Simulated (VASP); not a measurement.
Set up this calculation in VASP 6.6.1, as the native input.

- Task: relaxation of cell and atoms
- Functional: PBE
- Potentials or basis: VASP PAW PBE potentials, release 64 (La, Zr_sv, O)
- Cutoff: 600 eV
- k mesh: 6 × 6 × 4
- Occupations: gaussian, width 0.1 eV
- Spin: no spin polarisation
- Dipole correction: no
- Further INCAR settings: ALGO = Normal; EDIFF = 1e-07; IBRION = 2; EDIFFG = -0.04; NSW = 90; ISIF = 3

The structure of La2ZrO3 lies in POSCAR:

```
La2ZrO3
1.0
    4.5744565000      0.0000000000      0.0000000000
   -2.2872282500      3.9615955400      0.0000000000
    0.0000000000      0.0000000000      6.9288222600
La Zr O
2 1 3
Direct
    0.3333333300      0.6666666700      0.0000000000
    0.6666666700      0.3333333300      0.0000000000
    0.0000000000      0.0000000000      0.5000000000
    0.0000000000      0.0000000000      0.7724043700
    0.0000000000      0.0000000000      0.2275956300
    0.0000000000      0.0000000000      0.0000000000
```

The cell was generated, and may not be a known phase.

The input as run:

INCAR

```
PREC = Accurate ; ENCUT = 600
EDIFF = 1E-7 ; ISMEAR = 0
SIGMA = 0.1 ; LREAL = False
LASPH = True ; NELM = 80
ALGO = Normal ; ISIF = 3
LWAVE = False ; LCHARG = False
GGA = PE ; IBRION = 2
NSW = 90 ; EDIFFG = -0.04
```

KPOINTS

```
Automatic mesh
0
Gamma
  6 6 4
```

Potentials or basis: VASP PAW PBE potentials, release 64 (La, Zr_sv, O).

Command:

```console
$ cat potpaw_PBE.64/La/POTCAR potpaw_PBE.64/Zr_sv/POTCAR potpaw_PBE.64/O/POTCAR > POTCAR
$ mpirun -np 1 vasp_std > vasp.out
```

It gave:

- Relaxed volume: 28.57 Å³/atom
- Relaxed cell: a = 4.704 Å, b = 4.704 Å, c = 8.949 Å, α = 90.00°, β = 90.00°, γ = 120.00°
- Space group after relaxing (to 0.1 Å): P6/mmm (No. 191)
- Energy gained by relaxing: 443.0 meV/atom
- Ionic steps: 18
- Pressure after relaxing: 0.0 GPa
- Band gap on the k mesh: zero (bands 26 and 27 overlap by 0.32 eV)

Caveat: the volume moved by over 15 % at a fixed basis, so the end points are rough; spin-orbit coupling is left out, which moves the levels of the heavy elements.

It took 29 min on 1 thread of AMD EPYC 9R45 96-Core Processor (Zen 5), with other jobs on the host, peak memory 0.34 GiB.
